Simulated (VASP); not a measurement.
HfC:

```xyz
2
Lattice="0.0000 2.3250 2.3250 2.3250 0.0000 2.3250 2.3250 2.3250 0.0000" Properties=species:S:1:pos:R:3 pbc="T T T"
Hf    2.3250    2.3250    2.3250
C     0.0000    0.0000    0.0000
```

Program: VASP 6.6.1. Alike in all runs: task single point; potentials or basis VASP PAW PBE potentials, release 64 (Hf_pv, C); no spin polarisation; cell as given; k mesh 6 × 6 × 6; cutoff (eV) 520; smearing gaussian 0.05 eV.

Order these runs on this cell by their pressure, lowest first.
A. level PBE-based screened hybrid; grid for exact exchange (PRECFOCK) Normal; share of exact exchange 0.35; screening parameter 0.20787 1/Å
B. level PBE-based screened hybrid; grid for exact exchange (PRECFOCK) Normal; share of exact exchange 0.25; screening parameter 0.6 1/Å
C. level PBE

A (-5.5 GPa), B (-3.1 GPa), C (-0.5 GPa).

Caveats: all runs use coarse meshes; the PAW data sets were made with another functional, which shifts forces and pressure a little (some runs).
